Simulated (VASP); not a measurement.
# ScF3 (P4mm) in VASP: notebook

Runs on ScF3. Level: LDA. Tasks: single point.

Program: VASP 6.6.1. These are calculated values, not measurements. Logs are shortened: lines on timing, memory, paths and dates and some standing lists are left out, and cuts for length are marked.

### Step 1. The cell of the first run

It takes space group P4mm (No. 99, tetragonal). Conventional cell: a = 4.012 Å, b = 4.012 Å, c = 4.012 Å, α = 90.00°, β = 90.00°, γ = 90.00°. Within 2.5 Å of Sc (site symmetry 4mm) lie 6 F at 1.91 to 2.11 Å. F (site symmetry 4mm) has 2 Sc at 1.91 to 2.11 Å within 2.5 Å. F (site symmetry 2mm) has 2 Sc at 2.01 Å within 2.7 Å.

### Step 2. Single point, LDA

INCAR

```
  PREC = Accurate
  ENCUT = 520
  EDIFF = 1E-7
  ISMEAR = 0
  SIGMA = 0.05
  LREAL = False
  LASPH = True
  NELM = 80
  ALGO = Normal
  ISIF = 2
  LWAVE = False
  LCHARG = False
  GGA = CA
  NBANDS = 24
```

KPOINTS

```
regular mesh
0
Gamma
  6 6 6
```

POSCAR

```
ScF3
1.0
    4.0124500000      0.0000000000      0.0000000000
    0.0000000000      4.0124500000      0.0000000000
    0.0000000000      0.0000000000      4.0124500000
Sc F
1 3
Direct
    0.0000000000      0.0000000000      0.0000000000
    0.5249224289      0.0000000000      0.0000000000
    0.0249224289      0.5000000000      0.0000000000
    0.0249224289      0.0000000000      0.5000000000
```

Potentials or basis: VASP PAW LDA potentials, release 64 (Sc_sv, F).

Command:

```
> cat potpaw_LDA.64/Sc_sv/POTCAR potpaw_LDA.64/F/POTCAR > POTCAR
> mpirun -np 1 vasp_std > vasp.out
```

OUTCAR:

```text
PREC = Accurate
   ENCUT = 520
   EDIFF = 1E-7
   ISMEAR = 0
   LREAL = False
   LASPH = True
   NELM = 80
   ISIF = 2
   GGA = CA

 ion  position               nearest neighbor table
   1  0.000  0.000  0.000-   2 1.91   3 2.01   4 2.01   4 2.01   3 2.01   2 2.11
   2  0.525  0.000  0.000-   1 1.91   1 2.11
   3  0.025  0.500  0.000-   1 2.01   1 2.01
   4  0.025  0.000  0.500-   1 2.01   1 2.01

  LATTYP: Found a simple cubic cell.
 ALAT       =     4.0124500000

  Lattice vectors:

 A1 = (   4.0124500000,   0.0000000000,   0.0000000000)
 A2 = (   0.0000000000,   4.0124500000,   0.0000000000)
 A3 = (   0.0000000000,   0.0000000000,   4.0124500000)

Analysis of symmetry for initial positions (statically):
=====================================================================
 Subroutine PRICEL returns:
 Original cell was already a primitive cell.

 Routine SETGRP: Setting up the symmetry group for a
 simple cubic supercell.

 Subroutine GETGRP returns: Found  8 space group operations
 (whereof  8 operations were pure point group operations)
 out of a pool of 48 trial point group operations.

The static configuration has the point symmetry C_4v.

Analysis of symmetry for dynamics (positions and initial velocities):
=====================================================================
 Subroutine PRICEL returns:
 Original cell was already a primitive cell.

 Routine SETGRP: Setting up the symmetry group for a
 simple cubic supercell.

 Subroutine GETGRP returns: Found  8 space group operations
 (whereof  8 operations were pure point group operations)
 out of a pool of 48 trial point group operations.

The dynamic configuration has the point symmetry C_4v.

 Subroutine INISYM returns: Found  8 space group operations
 (whereof  8 operations are pure point group operations),
 and found     1 'primitive' translations

----------------------------------------------------------------------------------------

                                     Primitive cell

  volume of cell :      64.5995

  direct lattice vectors                    reciprocal lattice vectors
     4.012450000  0.000000000  0.000000000     0.249224289  0.000000000  0.000000000
     0.000000000  4.012450000  0.000000000     0.000000000  0.249224289  0.000000000
     0.000000000  0.000000000  4.012450000     0.000000000  0.000000000  0.249224289

  length of vectors
     4.012450000  4.012450000  4.012450000     0.249224289  0.249224289  0.249224289

  position of ions in fractional coordinates (direct lattice)
     0.000000000  0.000000000  0.000000000
     0.524922429  0.000000000  0.000000000
     0.024922429  0.500000000  0.000000000
     0.024922429  0.000000000  0.500000000

  ion indices of the primitive-cell ions
   primitive index   ion index
                 1           1
                 2           2
                 3           3
                 4           4

----------------------------------------------------------------------------------------

 KPOINTS: regular mesh

Automatic generation of k-mesh.
 Grid dimensions read from file:
 generate k-points for:    6    6    6

 Generating k-lattice:

  Cartesian coordinates                     Fractional coordinates (reciprocal lattice)
     0.041537382  0.000000000  0.000000000     0.166666667  0.000000000  0.000000000
     0.000000000  0.041537382  0.000000000     0.000000000  0.166666667  0.000000000
     0.000000000  0.000000000  0.041537382     0.000000000  0.000000000  0.166666667

  Length of vectors
     0.041537382  0.041537382  0.041537382

  Shift w.r.t. Gamma in fractional coordinates (k-lattice)
     0.000000000  0.000000000  0.000000000

 Subroutine IBZKPT returns following result:
 ===========================================

 Found     40 irreducible k-points:

 Following reciprocal coordinates:
            Coordinates               Weight
  0.000000  0.000000  0.000000      1.000000
  0.166667  0.000000  0.000000      2.000000
  0.000000  0.166667  0.000000      4.000000
  0.333333  0.000000  0.000000      2.000000
  0.000000  0.333333  0.000000      4.000000
  0.500000  0.000000  0.000000      1.000000
[... 16 lines left out ...]
  0.166667  0.166667  0.166667      8.000000
  0.333333  0.166667  0.166667      8.000000
 [... further k-points ...]
   k-points           NKPTS =     40   k-points in BZ     NKDIM =     40   number of bands    NBANDS=     24
   number of dos      NEDOS =    301   number of ions     NIONS =      4
   total plane-waves  NPLWV =  27000
   dimension x,y,z NGX =    30 NGY =   30 NGZ =   30
   dimension x,y,z NGXF=    60 NGYF=   60 NGZF=   60
   ions per type =               1   3
   NGX,Y,Z   is equivalent  to a cutoff of  12.43, 12.43, 12.43 a.u.
   NGXF,Y,Z  is equivalent  to a cutoff of  24.86, 24.86, 24.86 a.u.
 SYSTEM =  unknown system
   PREC   = accura    normal or accurate (medium, high low for compatibility)
   ISTART =      0    job   : 0-new  1-cont  2-samecut
   ICHARG =      2    charge: 1-file 2-atom 10-const
   ISPIN  =      1    spin polarized calculation?
   LNONCOLLINEAR =      F non collinear calculations
   LSORBIT =      F    spin-orbit coupling
   LASPH  =      T    aspherical Exc in radial PAW
   ENCUT  =  520.0 eV  38.22 Ry    6.18 a.u.   7.46  7.46  7.46*2*pi/ulx,y,z
   NELM   =     80;   NELMIN=  2; NELMDL= -5     # of ELM steps
   EDIFF  = 0.1E-06   stopping-criterion for ELM
   LREAL  =      F    real-space projection
   EDIFFG = 0.1E-05   stopping-criterion for IOM
   NSW    =      0    number of steps for IOM
   IBRION =     -1    ionic relax: 0-MD 1-quasi-New 2-CG
   NFREE  =      0    steps in history (QN), initial steepest desc. (CG)
   ISIF   =      2    stress and relaxation
   ISYM   =      2    0-nonsym 1-usesym 2-fastsym
   POTIM  = 0.5000    time-step for ionic-motion
   TEBEG  =    0.0;   TEEND  =   0.0 temperature during run
   PSTRESS=    0.0 pullay stress
   NELECT =      32.0000    total number of electrons
   NUPDOWN=      -1.0000    fix difference up-down
   EMIN   =  10.00;   EMAX   =-10.00  energy-range for DOS
   EFERMI =   0.00;   METHOD = LEGACY
   ISMEAR =     0;   SIGMA  =   0.05  broadening in eV -4-tet -1-fermi 0-gaus
   EFERMI_NEDOS =   21; number of points for ismear=-14 and -15
   IALGO  =     38    algorithm
   IMIX   =      4    mixing-type and parameters
     AMIX     =   0.40;   BMIX     =  1.00
     AMIX_MAG =   1.60;   BMIX_MAG =  1.00
  volume/ion in A,a.u.               =      16.15       108.98
  Fermi-wavevector in a.u.,A,eV,Ry     =   1.295334  2.447827 22.829091  1.677891
  Thomas-Fermi vector in A             =   2.426861
   LORBIT       =      0    0 simple, 1 ext, 2 COOP (PROOUT), +10 PAW based schemes
   GGA     = CA    functional components
   LHFCALC =     F    Hartree Fock is set to
   AEXX    =    0.0000 exact exchange contribution
   IVDW    =     0    specifies the selected vdW correction
   LEPSILON=     F    determine dielectric tensor
   LRPA    =     F    only Hartree local field effects (RPA)
 non-spin polarized calculation
 Gauss-broadening in eV      SIGMA  =   0.05
  energy-cutoff  :      520.00
  volume of cell :       64.60
 maximum number of plane-waves:      1755
 NGX is ok and might be reduce to    30
   NGX = 15   NGY = 15   NGZ = 15

 number of electron      31.9999982 magnetization

 Free energy of the ion-electron system (eV)
  ---------------------------------------------------
  ext. energy  EPLUGINS =         0.00000000
  ---------------------------------------------------
  free energy    TOTEN  =       -29.53024754 eV

  energy without entropy =      -29.53024754  energy(sigma->0) =      -29.53024754

 E-fermi :  -3.5195     XC(G=0):  -8.8709

 val. band max:       -3.8322799415   @ k =   0.5000   0.5000   0.5000
 cond. band min:       2.3673995004   @ k =   0.0000   0.0000   0.0000
 fundamental gap:      6.1996794419
 Fermi energy:        -3.5195171531

 k-point     1 :       0.0000    0.0000    0.0000
  band No.  band energies     occupation
      1     -49.0911      2.00000
      2     -28.2182      2.00000
      3     -28.1242      2.00000
      4     -28.1242      2.00000
      5     -23.5140      2.00000
      6     -23.2178      2.00000
[... 16 lines left out ...]
     23      11.9658      0.00000
     24      11.9788      0.00000

 k-point     2 :       0.1667    0.0000    0.0000
  band No.  band energies     occupation
      1     -49.0898      2.00000
      2     -28.3373      2.00000
      3     -28.1230      2.00000
      4     -28.1230      2.00000
      5     -23.4399      2.00000
      6     -23.2038      2.00000
[... 16 lines left out ...]
     23      10.4708      0.00000
     24      12.2435      0.00000

 k-point     3 :       0.0000    0.1667    0.0000
  band No.  band energies     occupation
      1     -49.0898      2.00000
      2     -28.2463      2.00000
      3     -28.2143      2.00000
      4     -28.1231      2.00000
      5     -23.4601      2.00000
      6     -23.2125      2.00000
[... 16 lines left out ...]
     23      10.4605      0.00000
     24      12.2375      0.00000

 k-point     4 :       0.3333    0.0000    0.0000
  band No.  band energies     occupation
      1     -49.0872      2.00000
      2     -28.5521      2.00000
      3     -28.1207      2.00000
      4     -28.1207      2.00000
      5     -23.3957      2.00000
      6     -23.2007      2.00000
[... 16 lines left out ...]
     23       8.6996      0.00000
     24      12.8452      0.00000

 k-point     5 :       0.0000    0.3333    0.0000
  band No.  band energies     occupation
      1     -49.0872      2.00000
      2     -28.4595      2.00000
      3     -28.2138      2.00000
      4     -28.1207      2.00000
      5     -23.4254      2.00000
      6     -23.2093      2.00000
[... 16 lines left out ...]
     23       8.6699      0.00000
     24      12.8541      0.00000

 k-point     6 :       0.5000    0.0000    0.0000
  band No.  band energies     occupation
      1     -49.0858      2.00000
      2     -28.6503      2.00000
      3     -28.1195      2.00000
      4     -28.1195      2.00000
      5     -23.3864      2.00000
      6     -23.1999      2.00000
[... 16 lines left out ...]
     23       7.6728      0.00000
     24      13.1979      0.00000
[... 379 lines left out ...]
 k-point    21 :       0.5000    0.5000    0.0000
  band No.  band energies     occupation
      1     -49.0807      2.00000
      2     -28.6435      2.00000
      3     -28.5516      2.00000
      4     -28.1149      2.00000
      5     -23.2871      2.00000
      6     -22.4273      2.00000
[... 16 lines left out ...]
     23       8.7818      0.00000
     24       8.7900      0.00000

 k-point    22 :       0.0000    0.5000    0.5000
  band No.  band energies     occupation
      1     -49.0808      2.00000
      2     -28.5518      2.00000
      3     -28.5518      2.00000
      4     -28.2074      2.00000
      5     -23.3266      2.00000
      6     -22.3954      2.00000
[... 16 lines left out ...]
     23       8.7417      0.00000
     24       8.7417      0.00000

 k-point    23 :       0.1667    0.1667    0.1667
  band No.  band energies     occupation
      1     -49.0872      2.00000
      2     -28.3359      2.00000
      3     -28.2408      2.00000
      4     -28.2399      2.00000
      5     -23.2314      2.00000
      6     -23.0093      2.00000
[... 16 lines left out ...]
     23      10.7633      0.00000
     24      10.7763      0.00000

 k-point    24 :       0.3333    0.1667    0.1667
  band No.  band energies     occupation
      1     -49.0846      2.00000
      2     -28.5494      2.00000
      3     -28.2394      2.00000
      4     -28.2374      2.00000
      5     -23.1422      2.00000
      6     -22.9926      2.00000
[... 16 lines left out ...]
     23       9.1093      0.00000
     24      11.4352      0.00000

 [... further k-points ...]

------------------------ aborting loop because EDIFF is reached ----------------------------------------

  FORCE on cell =-STRESS in cart. coord.  units (eV):
  Direction    XX          YY          ZZ          XY          YZ          ZX
  --------------------------------------------------------------------------------------
  -------------------------------------------------------------------------------------
  Total       -0.0677401     -1.0085077     -1.0085077      0.0000000      0.0000000      0.0000000
  in kB       -1.6800706    -25.0127199    -25.0127199      0.0000000      0.0000000      0.0000000
  external PRESSURE =     -17.2351701 kB  Pullay stress =       0.0000000 kB

 VOLUME and BASIS-vectors are now :
 -----------------------------------------------------------------------------
  energy-cutoff  :      520.00
  volume of cell :       64.60
      direct lattice vectors                 reciprocal lattice vectors
     4.012450000  0.000000000  0.000000000     0.249224289  0.000000000  0.000000000
     0.000000000  4.012450000  0.000000000     0.000000000  0.249224289  0.000000000
     0.000000000  0.000000000  4.012450000     0.000000000  0.000000000  0.249224289

 POSITION                                       TOTAL-FORCE (eV/Angst)
 -----------------------------------------------------------------------------------
      0.00000      0.00000      0.00000         1.034840      0.000000     -0.000000
      2.10622      0.00000      0.00000        -0.959701      0.000000      0.000000
      0.10000      2.00623      0.00000        -0.037570      0.000000     -0.000000
      0.10000      0.00000      2.00623        -0.037570      0.000000     -0.000000
 -----------------------------------------------------------------------------------
    total drift:                               -0.000024      0.000000     -0.000001

  FREE ENERGIE OF THE ION-ELECTRON SYSTEM (eV)
  ---------------------------------------------------
  free  energy   TOTEN  =       -29.5302475373 eV

  energy  without entropy=      -29.5302475373  energy(sigma->0) =      -29.53024754
```

It took 39 s on 1 thread of Intel Xeon Platinum 8488C (Sapphire Rapids), shared host; peak memory 0.18 GiB.

What came out:

```yaml
Free_energy: -29.5302 eV
Pressure: -1.7 GPa
Largest_force: 1.035 eV/Å
Band_gap_on_the_k_mesh: 6.20 eV, indirect (least direct gap 6.75 eV)
```

Forces in eV/Å, atoms in the order of the input:
```
Sc   1.035  0.000  0.000
F   -0.960  0.000  0.000
F   -0.038  0.000  0.000
F   -0.038  0.000  0.000
```

Levels at points of the mesh, in eV from the valence-band top:
| k point | band 12 | band 13 | band 14 | band 15 | band 16 | band 17 | band 18 | band 19 | band 20 | band 21 |
| --- | --- | --- | --- | --- | --- | --- | --- | --- | --- | --- |
| (0.00, 0.00, 0.00) | -0.70 | -0.60 | -0.60 | -0.55 | -0.55 | 6.20 | 6.27 | 6.27 | 7.57 | 7.97 |
| (0.50, 0.00, 0.00) | -1.25 | -1.25 | -0.73 | -0.54 | -0.54 | 6.24 | 7.17 | 7.17 | 8.00 | 9.17 |
| (0.00, 0.50, 0.00) | -1.17 | -1.17 | -0.76 | -0.67 | -0.59 | 6.31 | 7.11 | 7.13 | 8.04 | 9.13 |
| (0.50, 0.50, 0.00) | -1.17 | -1.15 | -0.97 | -0.96 | -0.07 | 7.15 | 7.21 | 7.80 | 8.66 | 10.73 |
| (0.00, 0.50, 0.50) | -1.20 | -1.20 | -1.03 | -1.03 | 0.00 | 7.16 | 7.16 | 7.78 | 8.62 | 10.72 |
| (0.50, 0.50, 0.50) | -2.36 | -2.31 | -0.06 | -0.06 | 0.00 | 7.83 | 7.85 | 7.85 | 10.72 | 10.74 |

Caveat: the cell differs from its parent crystal (all F atoms moved -0.100 Å, as atom 2 towards its neighbour atom 1 (Sc) at 2.006 Å); forces of over 1 eV/Å act on the atoms, so gaps and moduli don't describe the material at rest.

(Continued in part 2 of 2.)
